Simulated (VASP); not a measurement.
# SiNi3 (Pm-3m) in VASP: notebook

The runs below take SiNi3 through single point, with PBE, r2SCAN.

Program: VASP 6.6.1. These are calculated values, not measurements. Logs are shortened: lines on timing, memory, paths and dates and some standing lists are left out, and cuts for length are marked.

### Step 1. The cell of the first run

The structure is cubic, space group Pm-3m (No. 221). The conventional cell has a = 3.541 Å, b = 3.541 Å, c = 3.541 Å, α = 90.00°, β = 90.00°, γ = 90.00°. Within 3.3 Å of Si (site symmetry m-3m) lie 12 Ni at 2.50 Å. Ni (site symmetry 4/mmm) has 4 Si at 2.50 Å and 8 Ni at 2.50 Å within 3.3 Å.

### Step 2. Single point, PBE (11.10 Å³/atom)

Input file INCAR:

```
  PREC = Accurate
  ENCUT = 520
  EDIFF = 1E-7
  ISMEAR = -1
  SIGMA = 0.02
  LREAL = False
  LASPH = True
  NELM = 100
  ALGO = Normal
  ISIF = 2
  LWAVE = False
  LCHARG = True
  GGA = PE
  LELF = True
  LVHAR = True
  NBANDS = 25
```

Input file KPOINTS:

```
Automatic mesh
0
Gamma
  6 6 6
```

Input file POSCAR:

```
SiNi3
1.0
    3.5410828615      0.0000000000      0.0000000000
    0.0000000000      3.5410828615      0.0000000000
    0.0000000000      0.0000000000      3.5410828615
Si Ni
1 3
Direct
    0.0000000000      0.0000000000      0.0000000000
    0.0000000000      0.5000000000      0.5000000000
    0.5000000000      0.0000000000      0.5000000000
    0.5000000000      0.5000000000      0.0000000000
```

Potentials or basis: VASP PAW PBE potentials, release 64 (Si, Ni).

The run is started by

```bash
$ cat potpaw_PBE.64/Si/POTCAR potpaw_PBE.64/Ni/POTCAR > POTCAR
$ mpirun -np 1 vasp_std > vasp.out
```

OUTCAR:

```text
PREC = Accurate
   ENCUT = 520
   EDIFF = 1E-7
   ISMEAR = -1
   LREAL = False
   LASPH = True
   NELM = 100
   ISIF = 2
   GGA = PE

 ion  position               nearest neighbor table
   1  0.000  0.000  0.000-   2 2.50   3 2.50   4 2.50   2 2.50   3 2.50   2 2.50   4 2.50   2 2.50
                             3 2.50   4 2.50   3 2.50   4 2.50
   2  0.000  0.500  0.500-   1 2.50   3 2.50   4 2.50   1 2.50   4 2.50   1 2.50   3 2.50   1 2.50
                             3 2.50   4 2.50   4 2.50   3 2.50
   3  0.500  0.000  0.500-   1 2.50   2 2.50   4 2.50   1 2.50   4 2.50   2 2.50   4 2.50   4 2.50
                             1 2.50   2 2.50   1 2.50   2 2.50
   4  0.500  0.500  0.000-   1 2.50   2 2.50   3 2.50   2 2.50   3 2.50   1 2.50   3 2.50   3 2.50
                             1 2.50   2 2.50   2 2.50   1 2.50

  LATTYP: Found a simple cubic cell.
 ALAT       =     3.5410828615

  Lattice vectors:

 A1 = (   3.5410828615,   0.0000000000,   0.0000000000)
 A2 = (   0.0000000000,   3.5410828615,   0.0000000000)
 A3 = (   0.0000000000,   0.0000000000,   3.5410828615)

Analysis of symmetry for initial positions (statically):
=====================================================================
 Subroutine PRICEL returns:
 Original cell was already a primitive cell.

 Routine SETGRP: Setting up the symmetry group for a
 simple cubic supercell.

 Subroutine GETGRP returns: Found 48 space group operations
 (whereof 48 operations were pure point group operations)
 out of a pool of 48 trial point group operations.

The static configuration has the point symmetry O_h .

Analysis of symmetry for dynamics (positions and initial velocities):
=====================================================================
 Subroutine PRICEL returns:
 Original cell was already a primitive cell.

 Routine SETGRP: Setting up the symmetry group for a
 simple cubic supercell.

 Subroutine GETGRP returns: Found 48 space group operations
 (whereof 48 operations were pure point group operations)
 out of a pool of 48 trial point group operations.

The dynamic configuration has the point symmetry O_h .

 Subroutine INISYM returns: Found 48 space group operations
 (whereof 48 operations are pure point group operations),
 and found     1 'primitive' translations

----------------------------------------------------------------------------------------

                                     Primitive cell

[... 88 lines left out ...]
   NELM   =    100;   NELMIN=  2; NELMDL= -5     # of ELM steps
   EDIFF  = 0.1E-06   stopping-criterion for ELM
   LREAL  =      F    real-space projection
   EDIFFG = 0.1E-05   stopping-criterion for IOM
   NSW    =      0    number of steps for IOM
   IBRION =     -1    ionic relax: 0-MD 1-quasi-New 2-CG
   NFREE  =      0    steps in history (QN), initial steepest desc. (CG)
   ISIF   =      2    stress and relaxation
   ISYM   =      2    0-nonsym 1-usesym 2-fastsym
   POTIM  = 0.5000    time-step for ionic-motion
   TEBEG  =    0.0;   TEEND  =   0.0 temperature during run
   PSTRESS=    0.0 pullay stress
   NELECT =      34.0000    total number of electrons
   NUPDOWN=      -1.0000    fix difference up-down
   EMIN   =  10.00;   EMAX   =-10.00  energy-range for DOS
   EFERMI =   0.00;   METHOD = LEGACY
   ISMEAR =    -1;   SIGMA  =   0.02  broadening in eV -4-tet -1-fermi 0-gaus
   EFERMI_NEDOS =   21; number of points for ismear=-14 and -15
   IALGO  =     38    algorithm
   IMIX   =      4    mixing-type and parameters
     AMIX     =   0.40;   BMIX     =  1.00
     AMIX_MAG =   1.60;   BMIX_MAG =  1.00
  volume/ion in A,a.u.               =      11.10        74.91
  Fermi-wavevector in a.u.,A,eV,Ry     =   1.497724  2.830287 30.520268  2.243176
  Thomas-Fermi vector in A             =   2.609575
   LORBIT       =      0    0 simple, 1 ext, 2 COOP (PROOUT), +10 PAW based schemes
   GGA     = PE    functional components
   LHFCALC =     F    Hartree Fock is set to
   AEXX    =    0.0000 exact exchange contribution
   IVDW    =     0    specifies the selected vdW correction
   LEPSILON=     F    determine dielectric tensor
   LRPA    =     F    only Hartree local field effects (RPA)
 non-spin polarized calculation
  energy-cutoff  :      520.00
  volume of cell :       44.40
 maximum number of plane-waves:      1222
 NGX is ok and might be reduce to    28
   NGX = 13   NGY = 13   NGZ = 13

 number of electron      33.9999987 magnetization

 Free energy of the ion-electron system (eV)
  ---------------------------------------------------
  ext. energy  EPLUGINS =         0.00000000
  ---------------------------------------------------
  free energy    TOTEN  =       -23.65670291 eV

  energy without entropy =      -23.65353731  energy(sigma->0) =      -23.65512011

 E-fermi :  10.2216     XC(G=0): -12.9349

 val. band max:       10.1963472185   @ k =   0.5000   0.5000   0.3333
 cond. band min:      10.2417880058   @ k =   0.0000   0.0000   0.0000
 fundamental gap:      0.0454407873
 Fermi energy:        10.2216169536

 k-point     1 :       0.0000    0.0000    0.0000
  band No.  band energies     occupation
      1      -1.4767      2.00000
      2       5.5303      2.00000
      3       6.3430      2.00000
      4       6.3430      2.00000
      5       6.8389      2.00000
      6       6.8389      2.00000
[... 549 lines left out ...]
     24      26.5715      0.00000
     25      26.6178      0.00000

------------------------ aborting loop because EDIFF is reached ----------------------------------------

  FORCE on cell =-STRESS in cart. coord.  units (eV):
  Direction    XX          YY          ZZ          XY          YZ          ZX
  --------------------------------------------------------------------------------------
  -------------------------------------------------------------------------------------
  Total       -1.6043966     -1.6043966     -1.6043966      0.0000000      0.0000000     -0.0000000
  in kB      -57.8913998    -57.8913998    -57.8913998      0.0000000      0.0000000     -0.0000000
  external PRESSURE =     -57.8913998 kB  Pullay stress =       0.0000000 kB

 VOLUME and BASIS-vectors are now :
 -----------------------------------------------------------------------------
  energy-cutoff  :      520.00
  volume of cell :       44.40
      direct lattice vectors                 reciprocal lattice vectors
     3.541082862  0.000000000  0.000000000     0.282399492  0.000000000  0.000000000
     0.000000000  3.541082862  0.000000000     0.000000000  0.282399492  0.000000000
     0.000000000  0.000000000  3.541082862     0.000000000  0.000000000  0.282399492

 POSITION                                       TOTAL-FORCE (eV/Angst)
 -----------------------------------------------------------------------------------
      0.00000      0.00000      0.00000         0.000000      0.000000      0.000000
      0.00000      1.77054      1.77054         0.000000      0.000000      0.000000
      1.77054      0.00000      1.77054         0.000000      0.000000      0.000000
      1.77054      1.77054      0.00000         0.000000      0.000000      0.000000
 -----------------------------------------------------------------------------------
    total drift:                                0.000000      0.000000      0.000000

  FREE ENERGIE OF THE ION-ELECTRON SYSTEM (eV)
  ---------------------------------------------------
  free  energy   TOTEN  =       -23.6567029134 eV

  energy  without entropy=      -23.6535373079  energy(sigma->0) =      -23.65512011
```

OSZICAR:

```text
N       E                     dE             d eps       ncg     rms          rms(c)
DAV:   1     0.199613675487E+03    0.19961E+03   -0.15403E+04  1008   0.180E+03
DAV:   2    -0.164256295685E+02   -0.21604E+03   -0.20371E+03  1000   0.330E+02
DAV:   3    -0.271506605489E+02   -0.10725E+02   -0.10353E+02  1141   0.969E+01
DAV:   4    -0.273280133384E+02   -0.17735E+00   -0.17707E+00  1132   0.112E+01
DAV:   5    -0.273335150948E+02   -0.55018E-02   -0.55009E-02  1225   0.181E+00    0.190E+01
DAV:   6    -0.274703763354E+02   -0.13686E+00   -0.34473E+01  1144   0.103E+02    0.177E+01
DAV:   7    -0.237269295693E+02    0.37434E+01   -0.11385E+01  1166   0.578E+01    0.354E+00
DAV:   8    -0.236704818639E+02    0.56448E-01   -0.36104E-01  1111   0.439E+00    0.120E+00
DAV:   9    -0.236584326663E+02    0.12049E-01   -0.16358E-02  1416   0.164E+00    0.438E-01
DAV:  10    -0.236567689228E+02    0.16637E-02   -0.18397E-03  1252   0.355E-01    0.129E-01
DAV:  11    -0.236567160599E+02    0.52863E-04   -0.22772E-04  1473   0.212E-01    0.415E-02
DAV:  12    -0.236567088080E+02    0.72519E-05   -0.38911E-05  1157   0.692E-02    0.173E-02
DAV:  13    -0.236567041512E+02    0.46568E-05   -0.47467E-06  1462   0.172E-02    0.467E-03
DAV:  14    -0.236567029857E+02    0.11654E-05   -0.61260E-07   996   0.670E-03    0.156E-03
DAV:  15    -0.236567029134E+02    0.72291E-07   -0.29900E-08   553   0.189E-03
   1 F= -.23656703E+02 E0= -.23655120E+02  d E =-.316561E-02
```

stdout:

```text
POSCAR found type information on POSCAR SiNi
 POSCAR found :  2 types and       4 ions
 scaLAPACK will be used
 LDA part: xc-table for (Slater+PW92), standard interpolation
 POSCAR, INCAR and KPOINTS ok, starting setup
 FFT: planning ... GRIDC
 FFT: planning ... GRID_SOFT
 FFT: planning ... GRID
 WAVECAR not read
 entering main loop
```

Wall time 43 s (1 thread of Intel Xeon 8259CL, shared host); peak memory 0.16 GiB.

Results:

```
Free energy            : -23.6567 eV
Pressure               : -5.8 GPa
Band gap on the k mesh : zero (bands 17 and 18 overlap by 0.23 eV)
```

Levels at points of the mesh, in eV from the Fermi level:
| k point | band 13 | band 14 | band 15 | band 16 | band 17 | band 18 | band 19 | band 20 | band 21 | band 22 |
| --- | --- | --- | --- | --- | --- | --- | --- | --- | --- | --- |
| (0.00, 0.00, 0.00) | -0.85 | -0.60 | -0.60 | -0.29 | 0.02 | 0.02 | 0.02 | 4.54 | 6.18 | 6.18 |
| (0.50, 0.00, 0.00) | -1.26 | -1.24 | -1.10 | -0.54 | 0.02 | 3.48 | 3.48 | 4.97 | 5.19 | 5.19 |
| (0.50, 0.50, 0.00) | -1.38 | -1.37 | -1.07 | -0.97 | -0.91 | 0.61 | 0.61 | 5.40 | 6.18 | 7.56 |
| (0.50, 0.50, 0.50) | -1.38 | -1.19 | -1.19 | -0.34 | -0.21 | -0.21 | -0.21 | 1.07 | 3.89 | 3.89 |

Caveat: the cell stands under tension.

(Continued in part 2 of 2.)

The gap in the log of VASP goes by the Fermi energy; the results here count the filled bands.